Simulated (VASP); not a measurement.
# I (R-3m) in VASP: relaxation of cell and atoms with PBE

Aim: the relaxation of cell and atoms of I with PBE.

Program: VASP 6.6.1. These are calculated values, not measurements. Logs are shortened: lines on timing, memory, paths and dates and some standing lists are left out, and cuts for length are marked.

## (1) The cell of the first run

It takes space group R-3m (No. 166, trigonal). The conventional cell has a = 4.407 Å, b = 4.407 Å, c = 21.333 Å, α = 90.00°, β = 90.00°, γ = 120.00°. Within 4.6 Å of I (site symmetry -3m) lie 12 I at 3.47 to 4.41 Å. I (site symmetry 3m) has 12 I at 3.47 to 4.41 Å within 4.6 Å.

## (2) Relaxation of cell and atoms, PBE

File INCAR:

```
  PREC = Accurate
  ENCUT = 600
  EDIFF = 1E-6
  ISMEAR = 0
  SIGMA = 0.1
  LREAL = F
  LASPH = T
  NELM = 100
  ALGO = Normal
  ISIF = 3
  LWAVE = F
  LCHARG = F
  GGA = PE
  IBRION = 2
  NSW = 100
  EDIFFG = -0.01
```

File KPOINTS:

```
Automatic mesh
0
Gamma
  12 12 12
```

File POSCAR:

```
I
1.0
    2.2034781379      1.2721786961      7.1109411210
   -2.2034781379      1.2721786961      7.1109411210
    0.0000000000     -2.5443573922      7.1109411210
I
3
Direct
    0.0000000000      0.0000000000      0.0000000000
    0.2226577867      0.2226577867      0.2226577867
    0.7773422133      0.7773422133      0.7773422133
```

Potentials or basis: VASP PAW PBE potentials, release 64 (I).

Run with:

```
cat potpaw_PBE.64/I/POTCAR > POTCAR
mpirun -np 1 vasp_std > vasp.out
```

OUTCAR:

```text
PREC = Accurate
   ENCUT = 600
   EDIFF = 1E-6
   ISMEAR = 0
   LREAL = F
   LASPH = T
   NELM = 100
   ISIF = 3
   GGA = PE
   IBRION = 2
   NSW = 100
   EDIFFG = -0.01

 ion  position               nearest neighbor table
   1  0.000  0.000  0.000-   3 3.47   3 3.47   2 3.47   2 3.47   3 3.47   2 3.47
   2  0.223  0.223  0.223-   1 3.47   1 3.47   1 3.47   3 3.49   3 3.49   3 3.49
   3  0.777  0.777  0.777-   1 3.47   1 3.47   1 3.47   2 3.49   2 3.49   2 3.49

  LATTYP: Found a trigonal (rhomboedric) cell.
 ALAT       =     7.5524325992
 COS(alpha) =     0.8297552330

  Lattice vectors:

 A1 = (   2.2034781379,   1.2721786961,   7.1109411210)
 A2 = (  -2.2034781379,   1.2721786961,   7.1109411210)
 A3 = (   0.0000000000,  -2.5443573922,   7.1109411210)

Analysis of symmetry for initial positions (statically):
=====================================================================
 Subroutine PRICEL returns:
 Original cell was already a primitive cell.

 Routine SETGRP: Setting up the symmetry group for a
 trigonal (rhombohedral) supercell.

 Subroutine GETGRP returns: Found 12 space group operations
 (whereof 12 operations were pure point group operations)
 out of a pool of 12 trial point group operations.

The static configuration has the point symmetry D_3d.

Analysis of symmetry for dynamics (positions and initial velocities):
=====================================================================
 Subroutine PRICEL returns:
 Original cell was already a primitive cell.

 Routine SETGRP: Setting up the symmetry group for a
 trigonal (rhombohedral) supercell.

 Subroutine GETGRP returns: Found 12 space group operations
 (whereof 12 operations were pure point group operations)
 out of a pool of 12 trial point group operations.

The dynamic configuration has the point symmetry D_3d.

 Subroutine INISYM returns: Found 12 space group operations
 (whereof 12 operations are pure point group operations),
 and found     1 'primitive' translations

----------------------------------------------------------------------------------------

                                     Primitive cell

  volume of cell :     119.6011

  direct lattice vectors                    reciprocal lattice vectors
     2.203478138  1.272178696  7.110941121     0.226913983  0.131008849  0.046876121
    -2.203478138  1.272178696  7.110941121    -0.226913983  0.131008849  0.046876121
     0.000000000 -2.544357392  7.110941121     0.000000000 -0.262017698  0.046876121

  length of vectors
     7.552432599  7.552432599  7.552432599     0.266177844  0.266177844  0.266177844

  position of ions in fractional coordinates (direct lattice)
     0.000000000  0.000000000  0.000000000
     0.222657787  0.222657787  0.222657787
     0.777342213  0.777342213  0.777342213

  ion indices of the primitive-cell ions
   primitive index   ion index
                 1           1
                 2           2
                 3           3

----------------------------------------------------------------------------------------

 KPOINTS: Automatic mesh

Automatic generation of k-mesh.
 Grid dimensions read from file:
 generate k-points for:   12   12   12

 Generating k-lattice:

  Cartesian coordinates                     Fractional coordinates (reciprocal lattice)
     0.018909499  0.010917404  0.003906343     0.083333333 -0.000000000  0.000000000
    -0.018909499  0.010917404  0.003906343    -0.000000000  0.083333333  0.000000000
     0.000000000 -0.021834808  0.003906343     0.000000000  0.000000000  0.083333333

  Length of vectors
     0.022181487  0.022181487  0.022181487

  Shift w.r.t. Gamma in fractional coordinates (k-lattice)
     0.000000000  0.000000000  0.000000000

 Subroutine IBZKPT returns following result:
 ===========================================

 Found    189 irreducible k-points:

 Following reciprocal coordinates:
            Coordinates               Weight
  0.000000  0.000000  0.000000      1.000000
  0.083333  0.000000  0.000000      6.000000
  0.166667 -0.000000  0.000000      6.000000
  0.250000  0.000000  0.000000      6.000000
  0.333333 -0.000000  0.000000      6.000000
  0.416667 -0.000000  0.000000      6.000000
[... 16 lines left out ...]
  0.500000  0.166667  0.000000     12.000000
 -0.416667  0.166667 -0.000000     12.000000
 [... further k-points ...]
   k-points           NKPTS =    189   k-points in BZ     NKDIM =    189   number of bands    NBANDS=     14
   number of dos      NEDOS =    301   number of ions     NIONS =      3
   total plane-waves  NPLWV = 216000
   dimension x,y,z NGX =    60 NGY =   60 NGZ =   60
   dimension x,y,z NGXF=   120 NGYF=  120 NGZF=  120
   ions per type =               3
   NGX,Y,Z   is equivalent  to a cutoff of  13.21, 13.21, 13.21 a.u.
   NGXF,Y,Z  is equivalent  to a cutoff of  26.41, 26.41, 26.41 a.u.
 SYSTEM =  unknown system
   PREC   = accura    normal or accurate (medium, high low for compatibility)
   ISTART =      0    job   : 0-new  1-cont  2-samecut
   ICHARG =      2    charge: 1-file 2-atom 10-const
   ISPIN  =      1    spin polarized calculation?
   LNONCOLLINEAR =      F non collinear calculations
   LSORBIT =      F    spin-orbit coupling
   LASPH  =      T    aspherical Exc in radial PAW
   ENCUT  =  600.0 eV  44.10 Ry    6.64 a.u.  15.08 15.08 15.08*2*pi/ulx,y,z
   NELM   =    100;   NELMIN=  2; NELMDL= -5     # of ELM steps
   EDIFF  = 0.1E-05   stopping-criterion for ELM
   LREAL  =      F    real-space projection
   EDIFFG = -.1E-01   stopping-criterion for IOM
   NSW    =    100    number of steps for IOM
   IBRION =      2    ionic relax: 0-MD 1-quasi-New 2-CG
   NFREE  =      1    steps in history (QN), initial steepest desc. (CG)
   ISIF   =      3    stress and relaxation
   ISYM   =      2    0-nonsym 1-usesym 2-fastsym
   POTIM  = 0.5000    time-step for ionic-motion
   TEBEG  =    0.0;   TEEND  =   0.0 temperature during run
   PSTRESS=    0.0 pullay stress
   NELECT =      21.0000    total number of electrons
   NUPDOWN=      -1.0000    fix difference up-down
   EMIN   =  10.00;   EMAX   =-10.00  energy-range for DOS
   EFERMI =   0.00;   METHOD = LEGACY
   ISMEAR =     0;   SIGMA  =   0.10  broadening in eV -4-tet -1-fermi 0-gaus
   EFERMI_NEDOS =   21; number of points for ismear=-14 and -15
   IALGO  =     38    algorithm
   IMIX   =      4    mixing-type and parameters
     AMIX     =   0.40;   BMIX     =  1.00
     AMIX_MAG =   1.60;   BMIX_MAG =  1.00
  volume/ion in A,a.u.               =      39.87       269.04
  Fermi-wavevector in a.u.,A,eV,Ry     =   0.916719  1.732348 11.433977  0.840374
  Thomas-Fermi vector in A             =   2.041606
   LORBIT       =      0    0 simple, 1 ext, 2 COOP (PROOUT), +10 PAW based schemes
   GGA     = PE    functional components
   LHFCALC =     F    Hartree Fock is set to
   AEXX    =    0.0000 exact exchange contribution
   IVDW    =     0    specifies the selected vdW correction
   LEPSILON=     F    determine dielectric tensor
   LRPA    =     F    only Hartree local field effects (RPA)
 conjugate gradient relaxation of ions
 non-spin polarized calculation
 Gauss-broadening in eV      SIGMA  =   0.10
  energy-cutoff  :      600.00
  volume of cell :      119.60
 maximum number of plane-waves:      4021
   NGX = 31   NGY = 31   NGZ = 31

--------------------------------------- Ionic step        1  -------------------------------------------

 number of electron      21.0000000 magnetization

 Free energy of the ion-electron system (eV)
  ---------------------------------------------------
  ext. energy  EPLUGINS =         0.00000000
  ---------------------------------------------------
  free energy    TOTEN  =        -3.46985792 eV

  energy without entropy =       -3.44887052  energy(sigma->0) =       -3.45936422

------------------------ aborting loop because EDIFF is reached ----------------------------------------

  FORCE on cell =-STRESS in cart. coord.  units (eV):
  Direction    XX          YY          ZZ          XY          YZ          ZX
  --------------------------------------------------------------------------------------
  -------------------------------------------------------------------------------------
  Total       -0.0453042     -0.0453042     -0.0376311      0.0000000     -0.0000000      0.0000000
  in kB       -0.6068949     -0.6068949     -0.5041067      0.0000000     -0.0000000      0.0000000
  external PRESSURE =      -0.5726322 kB  Pullay stress =       0.0000000 kB
[... 170 lines left out ...]
  energy  without entropy=       -3.4490314237  energy(sigma->0) =       -3.45947633

--------------------------------------- Ionic step        6  -------------------------------------------

 number of electron      20.9999999 magnetization

 Free energy of the ion-electron system (eV)
  ---------------------------------------------------
  ext. energy  EPLUGINS =         0.00000000
  ---------------------------------------------------
  free energy    TOTEN  =        -3.46992157 eV

  energy without entropy =       -3.44902276  energy(sigma->0) =       -3.45947216

 E-fermi :   3.5197     XC(G=0):  -8.4137

 val. band max:        3.5189881487   @ k =  -0.0833   0.4167   0.0833
 cond. band min:       3.5217698746   @ k =   0.5000   0.5000   0.3333
 fundamental gap:      0.0027817260
 Fermi energy:         3.5196625163

 k-point     1 :       0.0000    0.0000    0.0000
  band No.  band energies     occupation
      1      -9.9270      2.00000
      2      -8.3620      2.00000
      3      -8.3085      2.00000
      4       0.6645      2.00000
      5       0.7190      2.00000
      6       1.8108      2.00000
      7       1.8108      2.00000
      8       1.8509      2.00000
      9       1.8509      2.00000
     10       3.3032      1.99780
     11       3.3032      1.99780
     12       4.3049      0.00000
     13       9.1498      0.00000
     14       9.3076      0.00000
[... 375 lines left out ...]
 k-point    24 :      -0.4167    0.1667   -0.0000
  band No.  band energies     occupation
      1      -8.9632      2.00000
      2      -8.5647      2.00000
      3      -8.4633      2.00000
      4      -0.6713      2.00000
      5      -0.2399      2.00000
      6       0.2648      2.00000
      7       0.7088      2.00000
      8       1.2746      2.00000
      9       2.4036      2.00000
     10       3.1708      2.00000
     11       3.4505      1.67222
     12       4.0315      0.00000
     13       9.3224      0.00000
     14       9.9814      0.00000

 [... further k-points ...]
[... 5 lines left out ...]
  --------------------------------------------------------------------------------------
  -------------------------------------------------------------------------------------
  Total       -0.0066511     -0.0066511      0.0248812      0.0000000     -0.0000000      0.0000000
  in kB       -0.0893412     -0.0893412      0.3342197      0.0000000     -0.0000000      0.0000000
  external PRESSURE =       0.0518457 kB  Pullay stress =       0.0000000 kB
[... 18 lines left out ...]
  FREE ENERGIE OF THE ION-ELECTRON SYSTEM (eV)
  ---------------------------------------------------
  free  energy   TOTEN  =        -3.4699215664 eV

  energy  without entropy=       -3.4490227621  energy(sigma->0) =       -3.45947216

 reached required accuracy - stopping structural energy minimisation
```

Wall time 12 min (1 thread of Intel Xeon 6975P-C (Granite Rapids), shared host); peak memory 0.72 GiB.

What came out:

* Free energy: -3.4699 eV
* Relaxed volume: 39.76 Å³/atom
* Relaxed cell: a = 7.546 Å, b = 7.546 Å, c = 7.546 Å, α = 33.92°, β = 33.92°, γ = 33.92°
* Space group after relaxing (to 0.05 Å): R-3m (No. 166)
* Energy gained by relaxing: 0.0 meV/atom
* Ionic steps: 6
* Pressure after relaxing: 0.0 GPa
* Largest force after relaxing: 0.004 eV/Å

Forces in eV/Å, atoms in the order of the input:
```
I    0.000  0.000  0.000
I    0.000  0.000  0.004
I    0.000  0.000 -0.004
```

Final structure:
```
CELL_PARAMETERS angstrom
2.20136 1.27095 7.10525
-2.20136 1.27095 7.10525
0.00000 -2.54191 7.10525
ATOMIC_POSITIONS crystal
I 0.00000 0.00000 0.00000
I 0.22268 0.22268 0.22268
I 0.77732 0.77732 0.77732
```

Caveat: spin-orbit coupling is left out, which moves the levels of the heavy elements; an odd number of electrons without spin polarisation forces a metal; a magnetic or distorted state may lie lower.
